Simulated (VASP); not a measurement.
Here is a VASP 6.6.1 calculation.

INCAR

```
PREC = Accurate ; ENCUT = 520
EDIFF = 1E-7 ; ISMEAR = -1
SIGMA = 0.05 ; LREAL = F
LASPH = T ; NELM = 80
ALGO = Normal ; ISIF = 2
LWAVE = F ; LCHARG = T
GGA = PS ; LELF = T
LVHAR = T ; NBANDS = 11
```

File KPOINTS:

```
regular mesh
0
Gamma
  13 13 13
```

The input POSCAR:

```
BN
1.0
    0.0000000000      1.8008328414      1.8008328414
    1.8008328414      0.0000000000      1.8008328414
    1.8008328414      1.8008328414      0.0000000000
N B
1 1
Direct
    0.2500000000      0.2500000000      0.2500000000
    0.0000000000      0.0000000000      0.0000000000
```

Potentials or basis: VASP PAW PBE potentials, release 64 (N, B).

Command:

```sh
$ cat potpaw_PBE.64/N/POTCAR potpaw_PBE.64/B/POTCAR > POTCAR
$ mpirun -np 1 vasp_std > vasp.out
```

Problem. What does it give for the band gap on the k mesh?

Solution. 4.37 eV, indirect (least direct gap 8.81 eV).

Problem. Predict the pressure.

Solution. 1.9 GPa.

Caveat: the PAW data sets were made with another functional, which shifts forces and pressure a little. A k mesh can miss the band edges.
